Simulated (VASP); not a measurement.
Wanted: the native input for a VASP 6.6.1 run.

| Quantity | Value |
| --- | --- |
| Task | single point |
| Functional | r2SCAN |
| Potentials or basis | VASP PAW PBE potentials, release 64 (Pb_d, Se) |
| Cutoff | 520 eV |
| k mesh | 10 × 10 × 10 |
| Occupations | gaussian, width 0.05 eV |
| Spin | no spin polarisation |
| Dipole correction | no |
| Further INCAR settings | ALGO = Normal; EDIFF = 1e-06; NBANDS = 17 |

Crystal: PbSe.

```xyz
2
Lattice="0.0000 2.7282 3.8577 2.7282 0.0000 3.8577 2.7282 2.7282 0.0000" Properties=species:S:1:pos:R:3 pbc="T T T"
Pb    0.0000    0.0000    0.0000
Se    2.7282    2.7282    3.8577
```

This cell differs from its parent crystal: ratio of the length along z to the lengths across it x 1.414, volume and fractional coordinates fixed.

One way to write it, as run:

POSCAR

```
PbSe
1.0
    0.0000000000      2.7282028466      3.8576788251
    2.7282028466      0.0000000000      3.8576788251
    2.7282028466      2.7282028466      0.0000000000
Pb Se
1 1
Direct
    0.0000000000      0.0000000000      0.0000000000
    0.5000000000      0.5000000000      0.5000000000
```

INCAR.step1

```
PREC = Accurate
ENCUT = 520
ISMEAR = 0
SIGMA = 0.05
LREAL = False
LASPH = True
NELM = 100
NBANDS = 17
GGA = PE
ALGO = Normal
EDIFF = 1E-4
LWAVE = True
LCHARG = False
```

INCAR.step2

```
PREC = Accurate
ENCUT = 520
EDIFF = 1E-6
ISMEAR = 0
SIGMA = 0.05
LREAL = False
LASPH = True
NELM = 100
ALGO = Normal
ISIF = 2
LWAVE = False
LCHARG = True
METAGGA = R2SCAN
LMIXTAU = True
LELF = True
LVHAR = True
NBANDS = 17
ISTART = 1
```

KPOINTS

```
Automatic mesh
0
Gamma
  10 10 10
```

Potentials or basis: VASP PAW PBE potentials, release 64 (Pb_d, Se).

Launch:

```bash
$ cat potpaw_PBE.64/Pb_d/POTCAR potpaw_PBE.64/Se/POTCAR > POTCAR
$ cp INCAR.step1 INCAR
$ mpirun -np 1 vasp_std > vasp.out
$ cp INCAR.step2 INCAR
$ mpirun -np 1 vasp_std > vasp.out
```

It gave:

- Pressure: 15.4 GPa
- Band gap on the k mesh: zero (bands 10 and 11 overlap by 0.85 eV)

Caveat: the cell stands under pressure; the PAW data sets were made with another functional, which shifts forces and pressure a little; spin-orbit coupling is left out, which moves the levels of the heavy elements.

It took 5.3 min on 1 thread of Intel(R) Xeon(R) Platinum 8259CL CPU @ 2.50GHz (Skylake/Cascade Lake), with other jobs on the host, peak memory 0.27 GiB.
